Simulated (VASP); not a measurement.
A run of VASP 6.6.1:

INCAR

```
PREC     = Accurate       # precision mode
ENCUT    = 520            # plane-wave cutoff, eV
EDIFF    = 1E-6           # SCF threshold, eV
ISMEAR   = 0              # smearing method
SIGMA    = 0.1            # smearing width, eV
LREAL    = F              # projectors in reciprocal space
LASPH    = T              # aspherical terms in the spheres
NELM     = 60             # most SCF steps
ALGO     = Normal         # electronic algorithm
ISIF     = 2              # what is computed and relaxed
LWAVE    = F              # write WAVECAR
LCHARG   = T              # write CHGCAR
GGA      = PS             # functional
LELF     = T              # ELF
LVHAR    = T            
NBANDS   = 15             # bands
ISYM     = 0
```

KPOINTS

```
Automatic mesh
0
Gamma
  11 8 22
```

Contents of POSCAR:

```
TiC
1.0
    3.0358717261      0.0000000000      0.0000000000
    0.0000000000      4.2933709686      0.0000000000
    1.5179358630      2.1466854843      1.5179358630
Ti C
1 1
Direct
    0.0000000000      0.0000000000      0.0000000000
    0.0000000000      0.5000000000      0.0000000000
```

Potentials or basis: VASP PAW PBE potentials, release 64 (Ti_sv, C).

The run is started by

```console
$ cat potpaw_PBE.64/Ti_sv/POTCAR potpaw_PBE.64/C/POTCAR > POTCAR
$ mpirun -np 1 vasp_std > vasp.out
```

Hardware: 1 thread of Intel(R) Xeon(R) Platinum 8488C (Sapphire Rapids) (shared host).

Problem. How long does it take, and how much memory?

Solution. Run time: 2.5 min on 1 thread of Intel(R) Xeon(R) Platinum 8488C (Sapphire Rapids) (shared host), peak memory 0.39 GiB. Counts: scf iterations 14, k points 970.
